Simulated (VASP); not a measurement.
A run of VASP 6.6.1 is set up as follows.

The input INCAR:

```
SYSTEM = PrBe3Si
  PREC = Accurate
  ENCUT = 600
  EDIFF = 1E-7
  ISMEAR = 0
  SIGMA = 0.2
  LREAL = .FALSE.
  LASPH = .TRUE.
  NELM = 200
  ALGO = Normal
  ISIF = 3
  LWAVE = .FALSE.
  LCHARG = .FALSE.
  GGA = PE
  IBRION = 2
  NSW = 36
  EDIFFG = -0.08
  GGA_COMPAT = .FALSE.
  NELMIN = 4
  LMAXMIX = 6
```

KPOINTS

```
Automatic mesh
0
G
  4 4 4
  0 0 0
```

File POSCAR:

```
PrBe3Si
1.0
    4.3854752600      0.0000000000      0.0000000000
   -2.1927376300      3.7979329800      0.0000000000
    0.0000000000      0.0000000000      4.2144649900
Pr Be Si
1 3 1
Direct
    0.0000000000      0.0000000000      0.0000000000
    0.5000000000      0.0000000000      0.0000000000
    0.0000000000      0.5000000000      0.0000000000
    0.5000000000      0.5000000000      0.0000000000
    0.0000000000      0.0000000000      0.5000000000
```

Potentials or basis: VASP PAW PBE potentials, release 64 (Pr_3, Be, Si), 4f in core.

Command:

```bash
$ cat potpaw_PBE.64/Pr_3/POTCAR potpaw_PBE.64/Be/POTCAR potpaw_PBE.64/Si/POTCAR > POTCAR
$ mpirun -np 1 vasp_std > vasp.out
```

Q: Estimate the relaxed volume.

A: 26.96 Å³/atom.

Q: Estimate the space group after relaxing (to 0.1 Å).

A: P6/mmm (No. 191).

Q: Estimate the relaxed cell.

A: a = 5.259 Å, b = 5.259 Å, c = 5.628 Å, α = 90.00°, β = 90.00°, γ = 120.00°.

Q: Predict the band gap on the k mesh.

A: Zero (an odd number of electrons rules out a gap without spin polarisation).

Step by step:
```tsv
step	energy change (eV)	largest force (eV/Å)	pressure (GPa)	volume (Å³)
1	0.0000	0.0000	54.04	70.20
2	-6.1565	0.0000	1.16	129.01
3	-6.1595	0.0000	0.96	129.99
4	-6.2101	0.0000	0.42	132.59
5	-6.2214	0.0000	0.10	134.78
```

Caveat: the k points lie up to 0.34 Å⁻¹ apart in the final cell, too coarse for converged energies and pressures of a metal; the volume moved by over 15 % at a fixed basis, so the end points are rough; spin-orbit coupling is left out, which moves the levels of the heavy elements; the 4f electrons are frozen in the core, so they carry no moment and show no levels. Spin polarisation is off, so any magnetic state and its effect on volume and gap are missing.
